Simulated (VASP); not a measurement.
# Al2W2O: relaxation of cell and atoms with PBE

The system is Al2W2O.

```
Al W O
1.0
     3.30041    0.00000    0.00000
    -1.65021    2.85824    0.00000
     0.00000    0.00000    8.10524
Al W O
2 2 1
Direct
  0.33333 0.66667 0.00000
  0.66667 0.33333 0.00000
  0.00000 0.00000 0.77620
  0.00000 0.00000 0.22380
  0.00000 0.00000 0.00000
```

| Property | Result |
| --- | --- |
| Program | VASP 6.6.1 |
| Task | relaxation of cell and atoms |
| Functional | PBE |
| Potentials or basis | VASP PAW PBE potentials, release 64 (Al, W_sv, O) |
| Cutoff | 600 eV |
| k mesh | 6 × 6 × 2 |
| Occupations | gaussian, width 0.1 eV |
| Spin | no spin polarisation |
| Dipole correction | no |
| Further INCAR settings | ALGO = Normal; EDIFF = 1e-07; IBRION = 2; EDIFFG = -0.04; NSW = 90; ISIF = 3 |

```json
{
 "Relaxed volume": "19.49 Å³/atom",
 "Relaxed cell": "a = 4.228 Å, b = 4.228 Å, c = 6.295 Å, α = 90.00°, β = 90.00°, γ = 120.00°",
 "Space group after relaxing (to 0.05 Å)": "P6/mmm (No. 191)",
 "Energy gained by relaxing": "2251.6 meV/atom",
 "Ionic steps": "46",
 "Pressure after relaxing": "-0.1 GPa",
 "Largest force after relaxing": "0.012 eV/Å",
 "Band gap on the k mesh": "zero (band 20 reaches 5.89 eV, above the bottom of band 21 at 5.18 eV)"
}
```

Forces on the atoms (eV/Å):
```
Al   0.000  0.000  0.000
Al   0.000  0.000  0.000
W    0.000  0.000 -0.012
W    0.000  0.000  0.012
O    0.000  0.000  0.000
```

Stress tensor (GPa, compression positive):
```
-0.04  0.00  0.00
 0.00 -0.04  0.00
 0.00  0.00 -0.27
```

The path:
```
step  energy change (eV)  largest force (eV/Å)  pressure (GPa)  volume (Å³)
   1              0.0000                6.5882           74.53        76.46
   3             -6.5239                2.4364           -3.73       114.82
   5             -6.5763                2.2107           -1.09       110.80
   7             17.6720               86.1535          103.21       111.77
   9             -6.8065               14.6560           19.31       114.01
  11             -9.0504                2.0311            3.05       114.09
  13             -9.1884                0.2021           -3.53       119.98
  15             -9.3004                1.2652           -2.39       118.08
  17             -9.3893                1.8174           -1.81       116.14
  19            -10.1809                3.7314            0.21       107.48
  21             -9.7629                4.9690            3.96       107.00
  23             -9.8979                5.1622            7.93       103.74
  25             -9.9082                4.6464            8.89       103.04
  27             -9.9409                1.8976            8.63       101.23
  29             -9.9728                2.9427            8.30       101.54
  31            -10.0264                3.4822            7.89       101.96
  33            -10.4097                2.8496            5.31       103.57
  35            -10.6775                2.1107           -8.39       109.78
  37            -10.8247                2.4202           -3.92       107.38
  39            -11.0135                1.6705           -2.78       105.17
  41            -11.1707                0.5054            0.79       100.96
  43            -11.2366                0.2035           -2.47       100.11
  45            -11.2502                0.1577           -1.34        99.17
  46            -11.2582                0.0120           -0.12        97.46
```

Final structure:
```
CELL_PARAMETERS angstrom
4.22800 0.00000 0.00000
-2.11400 3.66155 0.00000
0.00000 0.00000 6.29514
ATOMIC_POSITIONS crystal
Al 0.33333 0.66667 0.00000
Al 0.66667 0.33333 0.00000
W 0.00000 0.00000 0.67878
W 0.00000 0.00000 0.32122
O 0.00000 0.00000 0.00000
```

Levels at points of the mesh, in eV from the Fermi level:
```tsv
k point	band 16	band 17	band 18	band 19	band 20	band 21	band 22	band 23	band 24
(0.00, 0.00, 0.00)	-1.82	-1.82	-1.10	-0.94	-0.94	0.15	0.15	1.34	1.34
(0.50, 0.00, 0.00)	-1.48	-1.20	-1.19	-1.09	-0.48	-0.03	0.09	1.17	1.36
(0.00, 0.00, 0.50)	-1.97	-1.31	-1.31	-0.97	-0.97	0.53	0.55	2.18	2.18
(0.50, 0.00, 0.50)	-2.14	-1.65	-1.52	0.11	0.18	0.68	1.04	1.28	1.34
```

Run time: 24 min on 1 thread of Intel(R) Xeon(R) Platinum 8259CL CPU @ 2.50GHz (Skylake/Cascade Lake), with other jobs on the host, peak memory 0.26 GiB.

Caveat: the k points lie up to 0.50 Å⁻¹ apart in the final cell; the volume moved by over 15 % at a fixed basis, so the end points are rough; spin-orbit coupling is left out, which moves the levels of the heavy elements.
